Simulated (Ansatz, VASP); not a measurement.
**Rh in VASP and in Ansatz**

```
Rh
1.0
    -1.56609    1.56609    1.56609
     1.56609   -1.56609    1.56609
     1.56609    1.56609   -1.56609
Rh
1
Direct
  0.00000 0.00000 0.00000
```

Alike in both runs: task single point; functional PBEsol; k mesh 8 × 8 × 8; occupations gaussian, width 0.1 eV; no spin polarisation.

|  | VASP | Ansatz |
| --- | --- | --- |
| version | VASP 6.6.1 | Ansatz 0.2.0 |
| potentials or method | VASP PAW PBE potentials, release 64 (Rh_pv), cutoff 520 eV | scalar-relativistic, plane waves, PAW |
| valence electrons in the cell | 15 | 17 |

|  | VASP | Ansatz | Ansatz less VASP |
| --- | --- | --- | --- |
| gap on the k mesh at the Fermi level (eV) | none | none | - |
| pressure (GPa) | -21.0 | -21.0 | +0.04 |

VASP's potentials were made for PBE, not for PBEsol. A gap of «none» marks a metal or a gap that the smearing closes. VASP's potentials hold 15 valence electrons a cell and Ansatz's 17, so a difference there can come from the potentials and not from the codes.
